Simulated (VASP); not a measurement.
Wanted: the native input for a VASP 6.6.1 run.

| Item | Value |
| --- | --- |
| Task | single point |
| Functional | LDA |
| Potentials or basis | VASP PAW LDA potentials, release 64 (Si) |
| Cutoff | 520 eV |
| k mesh | 24 × 22 × 14 |
| Occupations | gaussian, width 0.15 eV |
| Spin | no spin polarisation |
| Dipole correction | no |
| Further INCAR settings | ALGO = Normal; EDIFF = 1e-07; NBANDS = 11 |

The structure of Si lies in POSCAR:

```
Si
1.0
    0.0000000000      0.0000000000      2.4707612060
    2.6084914272      0.0000000000      0.0000000000
    0.0000000000      4.5180396830      0.0000000000
Si
2
Direct
    0.0000000000      0.0000000000      0.0000000000
    0.0000000000      0.5000000000      0.5000000000
```

One way to write it, as run:

INCAR

```
SYSTEM = Si
  ALGO = Normal
  EDIFF = 1E-7
  ENCUT = 520
  GGA = CA
  ISIF = 2
  ISMEAR = 0
  LASPH = .True.
  LCHARG = .True.
  LELF = .True.
  LREAL = .False.
  LVHAR = .True.
  LWAVE = .False.
  NBANDS = 11
  NELM = 100
  PREC = Accurate
  SIGMA = 0.15
```

KPOINTS

```
k-points
0
Gamma
  24 22 14
  0 0 0
```

Potentials or basis: VASP PAW LDA potentials, release 64 (Si).

The run is started by

```sh
$ cat potpaw_LDA.64/Si/POTCAR > POTCAR
$ mpirun -np 1 vasp_std > vasp.out
```

Results of the run:

The pressure is 0.1 GPa. The band gap on the k mesh is zero (band 4 reaches 15.28 eV, above the bottom of band 5 at 7.80 eV).

It took 5.5 min on 1 thread of Intel Xeon 8259CL, with other jobs on the host, peak memory 0.39 GiB.
